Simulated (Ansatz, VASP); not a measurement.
**One calculation of Cd2TeO3, two programs**

```
Cd Te O
1.0
     4.33046    0.00000    0.00000
    -2.16523    3.75029    0.00000
     0.00000    0.00000    6.45179
Cd Te O
2 1 3
Direct
  0.33333 0.66667 0.50000
  0.66667 0.33333 0.50000
  0.00000 0.00000 0.00000
  0.50000 0.00000 0.00000
  0.00000 0.50000 0.00000
  0.50000 0.50000 0.00000
```

Alike in both runs: task single point; functional PBE; k mesh 6 × 6 × 4; occupations gaussian, width 0.1 eV; no spin polarisation.

```csv
,VASP,Ansatz
version,VASP 6.6.1,Ansatz 0.2.0
potentials or method,"VASP PAW PBE potentials, release 64 (Cd, Te, O), cutoff 520 eV","scalar-relativistic, plane waves, PAW"
valence electrons in the cell,48,74
```

```tsv
	VASP	Ansatz	Ansatz less VASP
gap on the k mesh at the Fermi level (eV)	none	none	-
pressure (GPa)	13.9	13.9	-0.02
traceless stress, the component that is largest in VASP (GPa)	-17.48	-17.39	+0.095
```

A gap of «none» marks a metal or a gap that the smearing closes. The functional is the same, so the differences come from potentials, cutoffs and numerics. VASP's potentials hold 48 valence electrons a cell and Ansatz's 74, so a difference there can come from the potentials and not from the codes.

Neither program's run includes spin-orbit coupling.
